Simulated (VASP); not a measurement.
Input of a VASP 6.6.1 run:

The input INCAR:

```
SYSTEM = Te
ALGO = Normal
EDIFF = 1E-7
ENCUT = 520
ISIF = 2
ISMEAR = -1
LASPH = .TRUE.
LCHARG = .FALSE.
LREAL = .FALSE.
LWAVE = .FALSE.
NBANDS = 16
NELM = 60
PREC = Accurate
SIGMA = 0.08
```

KPOINTS

```
k-points
0
G
  9 9 6
  0 0 0
```

POSCAR

```
Te
1.0
    4.5166640738      0.0000000000      0.0000000000
   -2.2583320370      3.9115458283      0.0000000000
    0.0000000000      0.0000000000      6.0029694676
Te
3
Direct
    0.7450000000      0.0000000000      0.3333333333
    0.0000000000      0.7450000000      0.6666666667
    0.2550000000      0.2550000000      0.0000000000
```

Potentials or basis: VASP PAW LDA potentials, release 64 (Te).

Launch:

```console
$ cat potpaw_LDA.64/Te/POTCAR > POTCAR
$ mpirun -np 1 vasp_std > vasp.out
```

Task: What does it give for the largest force?

Result: 0.258 eV/Å.

Task: Estimate the pressure.

Result: -2.0 GPa.

Stress tensor (GPa, compression positive):
```
-1.89  0.00  0.00
 0.00 -1.89  0.00
 0.00  0.00 -2.20
```
